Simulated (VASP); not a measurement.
# Bi (C2/m) in VASP: notebook

Aim: see how the results for Bi move with the level of theory and the settings. Levels: LDA, RPBE, r2SCAN. Tasks: single point.

All numbers are computed with VASP 6.6.1; they aren't measurements. Logs are shortened: lines on timing, memory, paths and dates and some standing lists are left out, and cuts for length are marked.

**1. The cell of the first run**

The structure is monoclinic, space group C2/m (No. 12). The conventional cell has a = 7.114 Å, b = 6.388 Å, c = 3.425 Å, α = 90.00°, β = 112.04°, γ = 90.00°. Within 4.3 Å of Bi (site symmetry m) lie 9 Bi at 3.27 to 4.07 Å.

**2. Single point, LDA (volume scaled by 1.06)**

INCAR

```
ALGO = Fast
EDIFF = 1E-6
ENCUT = 520
GGA = CA
ISIF = 2
ISMEAR = -1
LASPH = True
LCHARG = False
LREAL = False
LWAVE = False
NBANDS = 22
NELM = 100
PREC = Accurate
SIGMA = 0.05
```

KPOINTS

```
k-points
0
Gamma
  6 6 9
```

POSCAR

```
Bi
1.0
    3.5570192531     -3.1940166960      0.0000000000
    3.5570192531      3.1940166960      0.0000000000
   -1.2849517653      0.0000000000      3.1746155033
Bi
2
Direct
    0.7530610000      0.7530610000      0.8573820000
    0.2469390000      0.2469390000      0.1426180000
```

Potentials or basis: VASP PAW LDA potentials, release 64 (Bi_d).

Command:

```
$ cat potpaw_LDA.64/Bi_d/POTCAR > POTCAR
$ mpirun -np 1 vasp_std > vasp.out
```

OUTCAR:

```text
EDIFF = 1E-6
   ENCUT = 520
   GGA = CA
   ISIF = 2
   ISMEAR = -1
   LASPH = True
   LREAL = False
   NELM = 100
   PREC = Accurate

 ion  position               nearest neighbor table
   1  0.753  0.753  0.857-   2 3.27   2 3.35   2 3.35   2 3.51
   2  0.247  0.247  0.143-   1 3.27   1 3.35   1 3.35   1 3.51

  LATTYP: Found a base centered monoclinic cell.
 ALAT       =     7.1140385062
 B/A-ratio  =     0.8979475422
 C/A-ratio  =     0.4814149259
 COS(beta)  =    -0.3751898342

  Lattice vectors:

 A1 = (   3.5570192531,  -3.1940166960,   0.0000000000)
 A2 = (   3.5570192531,   3.1940166960,   0.0000000000)
 A3 = (  -1.2849517653,   0.0000000000,   3.1746155033)

Analysis of symmetry for initial positions (statically):
=====================================================================
 Subroutine PRICEL returns:
 Original cell was already a primitive cell.

 Routine SETGRP: Setting up the symmetry group for a
 base centered monoclinic supercell.

 Subroutine GETGRP returns: Found  4 space group operations
 (whereof  4 operations were pure point group operations)
 out of a pool of  4 trial point group operations.

The static configuration has the point symmetry C_2h.

Analysis of symmetry for dynamics (positions and initial velocities):
=====================================================================
 Subroutine PRICEL returns:
 Original cell was already a primitive cell.

 Routine SETGRP: Setting up the symmetry group for a
 base centered monoclinic supercell.

 Subroutine GETGRP returns: Found  4 space group operations
 (whereof  4 operations were pure point group operations)
 out of a pool of  4 trial point group operations.

The dynamic configuration has the point symmetry C_2h.

 Subroutine INISYM returns: Found  4 space group operations
 (whereof  4 operations are pure point group operations),
 and found     1 'primitive' translations

----------------------------------------------------------------------------------------

                                     Primitive cell

  volume of cell :      72.1347

  direct lattice vectors                    reciprocal lattice vectors
     3.557019253 -3.194016696  0.000000000     0.140567133 -0.156542701  0.056895705
     3.557019253  3.194016696  0.000000000     0.140567133  0.156542701  0.056895705
    -1.284951765  0.000000000  3.174615503     0.000000000  0.000000000  0.314998777

  length of vectors
     4.780599191  4.780599191  3.424804320     0.217949208  0.217949208  0.314998777

  position of ions in fractional coordinates (direct lattice)
     0.753061000  0.753061000  0.857382000
     0.246939000  0.246939000  0.142618000

  ion indices of the primitive-cell ions
   primitive index   ion index
                 1           1
                 2           2

----------------------------------------------------------------------------------------

 KPOINTS: k-points

Automatic generation of k-mesh.
 Grid dimensions read from file:
 generate k-points for:    6    6    9

 Generating k-lattice:

  Cartesian coordinates                     Fractional coordinates (reciprocal lattice)
     0.023427856 -0.026090450  0.009482617     0.166666667 -0.000000000  0.000000000
     0.023427856  0.026090450  0.009482617    -0.000000000  0.166666667  0.000000000
     0.000000000  0.000000000  0.034999864     0.000000000  0.000000000  0.111111111

  Length of vectors
     0.036324868  0.036324868  0.034999864

  Shift w.r.t. Gamma in fractional coordinates (k-lattice)
     0.000000000  0.000000000  0.000000000

 Subroutine IBZKPT returns following result:
 ===========================================

 Found     97 irreducible k-points:

 Following reciprocal coordinates:
            Coordinates               Weight
  0.000000  0.000000  0.000000      1.000000
  0.166667  0.000000  0.000000      4.000000
  0.333333 -0.000000  0.000000      4.000000
  0.500000 -0.000000  0.000000      2.000000
  0.166667  0.166667  0.000000      2.000000
  0.333333  0.166667  0.000000      4.000000
[... 16 lines left out ...]
 -0.333333  0.166667  0.111111      4.000000
 -0.166667  0.166667  0.111111      4.000000
 [... further k-points ...]
   k-points           NKPTS =     97   k-points in BZ     NKDIM =     97   number of bands    NBANDS=     22
   number of dos      NEDOS =    301   number of ions     NIONS =      2
   total plane-waves  NPLWV =  36288
   dimension x,y,z NGX =    36 NGY =   36 NGZ =   28
   dimension x,y,z NGXF=    72 NGYF=   72 NGZF=   56
   ions per type =               2
   NGX,Y,Z   is equivalent  to a cutoff of  12.52, 12.52, 13.59 a.u.
   NGXF,Y,Z  is equivalent  to a cutoff of  25.04, 25.04, 27.18 a.u.
 SYSTEM =  unknown system
   PREC   = accura    normal or accurate (medium, high low for compatibility)
   ISTART =      0    job   : 0-new  1-cont  2-samecut
   ICHARG =      2    charge: 1-file 2-atom 10-const
   ISPIN  =      1    spin polarized calculation?
   LNONCOLLINEAR =      F non collinear calculations
   LSORBIT =      F    spin-orbit coupling
   LASPH  =      T    aspherical Exc in radial PAW
   ENCUT  =  520.0 eV  38.22 Ry    6.18 a.u.   8.89  8.89  6.37*2*pi/ulx,y,z
   NELM   =    100;   NELMIN=  2; NELMDL= -5     # of ELM steps
   EDIFF  = 0.1E-05   stopping-criterion for ELM
   LREAL  =      F    real-space projection
   EDIFFG = 0.1E-04   stopping-criterion for IOM
   NSW    =      0    number of steps for IOM
   IBRION =     -1    ionic relax: 0-MD 1-quasi-New 2-CG
   NFREE  =      0    steps in history (QN), initial steepest desc. (CG)
   ISIF   =      2    stress and relaxation
   ISYM   =      2    0-nonsym 1-usesym 2-fastsym
   POTIM  = 0.5000    time-step for ionic-motion
   TEBEG  =    0.0;   TEEND  =   0.0 temperature during run
   PSTRESS=    0.0 pullay stress
   NELECT =      30.0000    total number of electrons
   NUPDOWN=      -1.0000    fix difference up-down
   EMIN   =  10.00;   EMAX   =-10.00  energy-range for DOS
   EFERMI =   0.00;   METHOD = LEGACY
   ISMEAR =    -1;   SIGMA  =   0.05  broadening in eV -4-tet -1-fermi 0-gaus
   EFERMI_NEDOS =   21; number of points for ismear=-14 and -15
   IALGO  =     68    algorithm
   IMIX   =      4    mixing-type and parameters
     AMIX     =   0.40;   BMIX     =  1.00
     AMIX_MAG =   1.60;   BMIX_MAG =  1.00
  volume/ion in A,a.u.               =      36.07       243.39
  Fermi-wavevector in a.u.,A,eV,Ry     =   1.221988  2.309223 20.316976  1.493256
  Thomas-Fermi vector in A             =   2.357151
   LORBIT       =      0    0 simple, 1 ext, 2 COOP (PROOUT), +10 PAW based schemes
   GGA     = CA    functional components
   LHFCALC =     F    Hartree Fock is set to
   AEXX    =    0.0000 exact exchange contribution
   IVDW    =     0    specifies the selected vdW correction
   LEPSILON=     F    determine dielectric tensor
   LRPA    =     F    only Hartree local field effects (RPA)
 non-spin polarized calculation
 RMM-DIIS sequential band-by-band and
  energy-cutoff  :      520.00
  volume of cell :       72.13
 maximum number of plane-waves:      1960
   NGX = 17   NGY = 17   NGZ = 13

 number of electron      30.0000005 magnetization

 Free energy of the ion-electron system (eV)
  ---------------------------------------------------
  ext. energy  EPLUGINS =         0.00000000
  ---------------------------------------------------
  free energy    TOTEN  =        -8.90370927 eV

  energy without entropy =       -8.89486954  energy(sigma->0) =       -8.89928940

 E-fermi :   5.8151     XC(G=0):  -9.7680

 val. band max:        5.7747796719   @ k =   0.0000   0.0000   0.3333
 cond. band min:       5.8737598348   @ k =  -0.3333  -0.3333   0.2222
 fundamental gap:      0.0989801629
 Fermi energy:         5.8151454541

 k-point     1 :       0.0000    0.0000    0.0000
  band No.  band energies     occupation
      1     -16.9944      2.00000
      2     -16.9708      2.00000
      3     -16.9324      2.00000
      4     -16.9109      2.00000
      5     -16.8462      2.00000
      6     -16.8238      2.00000
[... 14 lines left out ...]
     21      13.9360      0.00000
     22      14.3847      0.00000

 k-point     2 :       0.1667    0.0000    0.0000
  band No.  band energies     occupation
      1     -16.9817      2.00000
      2     -16.9722      2.00000
      3     -16.9364      2.00000
      4     -16.9016      2.00000
      5     -16.8438      2.00000
      6     -16.8270      2.00000
[... 14 lines left out ...]
     21      14.0379      0.00000
     22      15.0798      0.00000

 k-point     3 :       0.3333   -0.0000    0.0000
  band No.  band energies     occupation
      1     -16.9746      2.00000
      2     -16.9583      2.00000
      3     -16.9332      2.00000
      4     -16.8775      2.00000
      5     -16.8509      2.00000
      6     -16.8257      2.00000
[... 14 lines left out ...]
     21      14.6595      0.00000
     22      15.8178      0.00000

 k-point     4 :       0.5000   -0.0000    0.0000
  band No.  band energies     occupation
      1     -16.9756      2.00000
      2     -16.9569      2.00000
      3     -16.9083      2.00000
      4     -16.8687      2.00000
      5     -16.8540      2.00000
      6     -16.8326      2.00000
[... 14 lines left out ...]
     21      14.2827      0.00000
     22      14.6657      0.00000

 k-point     5 :       0.1667    0.1667    0.0000
  band No.  band energies     occupation
      1     -16.9762      2.00000
      2     -16.9691      2.00000
      3     -16.9276      2.00000
      4     -16.8942      2.00000
      5     -16.8453      2.00000
      6     -16.8325      2.00000
[... 14 lines left out ...]
     21      14.3026      0.00000
     22      15.5701      0.00000

 k-point     6 :       0.3333    0.1667    0.0000
  band No.  band energies     occupation
      1     -16.9743      2.00000
      2     -16.9624      2.00000
      3     -16.9095      2.00000
      4     -16.8733      2.00000
      5     -16.8531      2.00000
      6     -16.8292      2.00000
[... 14 lines left out ...]
     21      14.9358      0.00000
     22      15.4499      0.00000

 k-point     7 :       0.5000    0.1667    0.0000
  band No.  band energies     occupation
      1     -16.9759      2.00000
      2     -16.9618      2.00000
      3     -16.8971      2.00000
      4     -16.8609      2.00000
      5     -16.8509      2.00000
      6     -16.8327      2.00000
[... 324 lines left out ...]
      6     -16.8416      2.00000
[... 14 lines left out ...]
     21      15.0169      0.00000
     22      15.7567      0.00000

 k-point    21 :       0.3333    0.1667    0.1111
  band No.  band energies     occupation
      1     -16.9598      2.00000
      2     -16.9485      2.00000
      3     -16.8893      2.00000
      4     -16.8661      2.00000
      5     -16.8609      2.00000
      6     -16.8355      2.00000
[... 14 lines left out ...]
     21      15.4037      0.00000
     22      15.7763      0.00000

 k-point    22 :       0.5000    0.1667    0.1111
  band No.  band energies     occupation
      1     -16.9602      2.00000
      2     -16.9494      2.00000
      3     -16.9039      2.00000
      4     -16.8569      2.00000
      5     -16.8465      2.00000
      6     -16.8305      2.00000
[... 14 lines left out ...]
     21      15.3441      0.00000
     22      15.4297      0.00000

 k-point    23 :      -0.3333    0.1667    0.1111
  band No.  band energies     occupation
      1     -16.9612      2.00000
      2     -16.9435      2.00000
      3     -16.9389      2.00000
      4     -16.8734      2.00000
      5     -16.8335      2.00000
      6     -16.8330      2.00000
[... 14 lines left out ...]
     21      14.7168      0.00000
     22      15.5322      0.00000

 k-point    24 :      -0.1667    0.1667    0.1111
  band No.  band energies     occupation
      1     -16.9674      2.00000
      2     -16.9553      2.00000
      3     -16.9311      2.00000
      4     -16.8899      2.00000
      5     -16.8396      2.00000
      6     -16.8309      2.00000
[... 14 lines left out ...]
     21      14.8131      0.00000
     22      14.9144      0.00000

 [... further k-points ...]
[... 5 lines left out ...]
  --------------------------------------------------------------------------------------
  -------------------------------------------------------------------------------------
  Total       -2.4840767     -2.8486301     -2.3339702      0.0000000      0.0000000     -0.0813775
  in kB      -55.1735664    -63.2706243    -51.8395665      0.0000000      0.0000000     -1.8074672
  external PRESSURE =     -56.7612524 kB  Pullay stress =       0.0000000 kB

 VOLUME and BASIS-vectors are now :
 -----------------------------------------------------------------------------
  energy-cutoff  :      520.00
  volume of cell :       72.13
      direct lattice vectors                 reciprocal lattice vectors
     3.557019253 -3.194016696  0.000000000     0.140567133 -0.156542701  0.056895705
     3.557019253  3.194016696  0.000000000     0.140567133  0.156542701  0.056895705
    -1.284951765  0.000000000  3.174615503     0.000000000  0.000000000  0.314998777

 POSITION                                       TOTAL-FORCE (eV/Angst)
 -----------------------------------------------------------------------------------
      4.25561      0.00000      2.72186         0.127751      0.000000      0.091962
      1.57348      0.00000      0.45276        -0.127751      0.000000     -0.091962
 -----------------------------------------------------------------------------------
    total drift:                               -0.000000      0.000000      0.000000

  FREE ENERGIE OF THE ION-ELECTRON SYSTEM (eV)
  ---------------------------------------------------
  free  energy   TOTEN  =        -8.9037092681 eV

  energy  without entropy=       -8.8948695353  energy(sigma->0) =       -8.89928940
```

It took 3.2 min on 1 thread of AMD EPYC 7R43 (Zen 3), shared host; peak memory 0.2 GiB.

What came out:

- Free energy: -8.9037 eV
- Pressure: -5.7 GPa
- Largest force: 0.157 eV/Å
- Band gap on the k mesh: zero (band 15 reaches 8.80 eV, above the bottom of band 16 at 4.29 eV)

Forces on the atoms (eV/Å):
```
Bi   0.128  0.000  0.092
Bi  -0.128  0.000 -0.092
```

Caveat: the cell differs from its parent crystal (volume scaled by 1.06); spin-orbit coupling is left out, which moves the levels of the heavy elements.

**3. Single point, RPBE**

This run uses another cell than the first one, of 34.03 Å³/atom, 0.943 times its volume.

INCAR

```
SYSTEM = Bi
PREC = Accurate
ENCUT = 520
EDIFF = 1E-6
ISMEAR = 0
SIGMA = 0.02
LREAL = .FALSE.
LASPH = .TRUE.
NELM = 80
ALGO = Fast
ISIF = 2
LWAVE = .FALSE.
LCHARG = .TRUE.
GGA = RP
LELF = .TRUE.
LVHAR = .TRUE.
NBANDS = 22
```

KPOINTS

```
regular mesh
0
G
  6 6 9
  0 0 0
```

POSCAR

```
Bi
1.0
    4.6886416900      0.0000000000      0.0000000000
    0.5027620430      4.6616082231      0.0000000000
   -0.9376816556     -0.8419889381      3.1135500044
Bi
2
Direct
    0.7530610000      0.7530610000      0.8573820000
    0.2469390000      0.2469390000      0.1426180000
```

Potentials or basis: VASP PAW PBE potentials, release 64 (Bi_d).

Command:

```
$ cat potpaw_PBE.64/Bi_d/POTCAR > POTCAR
$ mpirun -np 1 vasp_std > vasp.out
```

It took 3 min on 1 thread of Intel Xeon 6975P-C, shared host; peak memory 0.26 GiB.

The run converged. Its results:

- Free energy: -6.9115 eV
- Pressure: 1.3 GPa
- Largest force: 0.031 eV/Å
- Band gap on the k mesh: zero (band 15 reaches 10.05 eV, above the bottom of band 16 at 5.19 eV)

Forces on the atoms (eV/Å):
```
Bi   0.021  0.019  0.011
Bi  -0.021 -0.019 -0.011
```

Stress tensor (GPa, compression positive):
```
 0.91  0.20 -0.23
 0.20  0.87 -0.21
-0.23 -0.21  2.06
```

Levels at points of the mesh, in eV from the Fermi level:
```csv
k point,band 11,band 12,band 13,band 14,band 15,band 16,band 17,band 18,band 19,band 20
"(0.00, 0.00, 0.00)",-13.06,-9.13,-3.03,-2.76,2.81,3.10,3.78,4.15,4.31,6.77
"(0.50, 0.00, 0.00)",-11.62,-11.41,-1.11,-0.92,-0.69,-0.64,3.45,4.58,7.66,8.40
"(0.50, 0.50, 0.00)",-11.21,-10.96,-4.89,-4.87,3.18,3.92,5.22,5.58,8.89,9.75
```

Caveat: the PAW data sets were made with another functional, which shifts forces and pressure a little; spin-orbit coupling is left out, which moves the levels of the heavy elements.

**4. Single point, r2SCAN**

This run uses another cell than the first one, of 31.98 Å³/atom, 0.887 times its volume.

POSCAR

```
Bi
1.0
    3.4173821397     -3.0686298933      0.0000000000
    3.4173821397      3.0686298933      0.0000000000
   -1.2345086997      0.0000000000      3.0499903288
Bi
2
Direct
    0.7530610000      0.7530610000      0.8573820000
    0.2469390000      0.2469390000      0.1426180000
```

INCAR.step1

```
SYSTEM = Bi
PREC = Accurate
ENCUT = 520
ISMEAR = -1
SIGMA = 0.05
LREAL = .FALSE.
LASPH = .TRUE.
NELM = 100
NBANDS = 22
GGA = PE
ALGO = Normal
EDIFF = 1E-4
LWAVE = .TRUE.
LCHARG = .FALSE.
```

INCAR.step2

```
SYSTEM = Bi
PREC = Accurate
ENCUT = 520
EDIFF = 1E-6
ISMEAR = -1
SIGMA = 0.05
LREAL = .FALSE.
LASPH = .TRUE.
NELM = 100
ALGO = Normal
ISIF = 2
LWAVE = .FALSE.
LCHARG = .FALSE.
METAGGA = R2SCAN
LMIXTAU = .TRUE.
NBANDS = 22
ISTART = 1
```

KPOINTS is that of step 3.

Command:

```
$ cat potpaw_PBE.64/Bi_d/POTCAR > POTCAR
$ cp INCAR.step1 INCAR
$ mpirun -np 1 vasp_std > vasp.out
$ cp INCAR.step2 INCAR
$ mpirun -np 1 vasp_std > vasp.out
```

Wall time 2.4 min (1 thread of Intel Xeon Platinum 8559C (Emerald Rapids), shared host); peak memory 0.25 GiB.

Results (log left out):

```yaml
Free_energy: -116.8038 eV
Pressure: 2.6 GPa
Largest_force: 0.051 eV/Å
Band_gap_on_the_k_mesh: zero (band 15 reaches 10.94 eV, above the bottom of band 16 at 5.49 eV)
```

Forces in eV/Å, atoms in the order of the input:
```
Bi   0.044  0.000  0.026
Bi  -0.044  0.000 -0.026
```

Stress tensor (GPa, compression positive):
```
 2.56  0.00 -0.25
 0.00  2.02  0.00
-0.25  0.00  3.29
```

Levels at points of the mesh, in eV from the Fermi level:
```csv
k point,band 11,band 12,band 13,band 14,band 15,band 16,band 17,band 18,band 19,band 20
"(0.00, 0.00, 0.00)",-14.16,-9.44,-3.57,-3.26,2.99,3.34,4.11,4.59,4.74,7.87
"(0.50, 0.00, 0.00)",-12.50,-12.25,-1.32,-0.95,-0.86,-0.78,3.75,5.07,8.34,9.14
"(0.50, 0.50, 0.00)",-11.97,-11.67,-5.58,-5.56,3.46,4.30,5.81,6.24,9.92,10.89
```

Caveat: the PAW data sets were made with another functional, which shifts forces and pressure a little; spin-orbit coupling is left out, which moves the levels of the heavy elements.

(Part 1 of 2 ends here.)
